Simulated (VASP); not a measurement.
The system is Hf3Si2O.

```
Hf Si O
1.0
     4.45760    0.00000    0.00000
    -2.22880    3.86040    0.00000
     0.00000    0.00000    5.79349
Hf Si O
3 2 1
Direct
  0.66667 0.33333 0.50000
  0.00000 0.00000 0.00000
  0.00000 0.00000 0.50000
  0.33333 0.66667 0.27677
  0.33333 0.66667 0.72323
  0.66667 0.33333 0.00000
```

The cell was generated, and may not be a known phase.

```yaml
Program: VASP 6.6.1
Task: relaxation of cell and atoms
Functional: PBE
Potentials_or_basis: VASP PAW PBE potentials, release 64 (Hf_pv, Si, O)
Cutoff: 600 eV
k_mesh: 6 × 6 × 4
Occupations: gaussian, width 0.1 eV
Spin: no spin polarisation
```

At the start: pressure 0.0 GPa; volume 16.62 Å³/atom.

Q: Where does the relaxation end?

A: Over 6 steps the energy falls by 4.8 meV/atom and the volume is 16.56 Å³/atom (-0.3 %); space group P-6m2 (No. 187, to 0.1 Å) before and after.

The path:
| step | energy change (eV) | largest force (eV/Å) | pressure (GPa) | volume (Å³) |
| --- | --- | --- | --- | --- |
| 1 | 0.0000 | 0.1528 | 0.03 | 99.69 |
| 2 | -0.0241 | 0.0110 | -0.17 | 99.73 |
| 3 | -0.0277 | 0.0758 | -0.27 | 99.74 |
| 4 | -0.0284 | 0.0658 | 0.24 | 99.30 |
| 5 | -0.0284 | 0.0662 | 0.22 | 99.32 |
| 6 | -0.0289 | 0.0224 | 0.08 | 99.36 |

Final structure:
```
Hf Si O
1.0
     4.50268    0.00000    0.00000
    -2.25134    3.89943    0.00000
     0.00000    0.00000    5.65925
Hf Si O
3 2 1
Direct
  0.66667 0.33333 0.50000
  0.00000 0.00000 0.00000
  0.00000 0.00000 0.50000
  0.33333 0.66667 0.27716
  0.33333 0.66667 0.72284
  0.66667 0.33333 0.00000
```
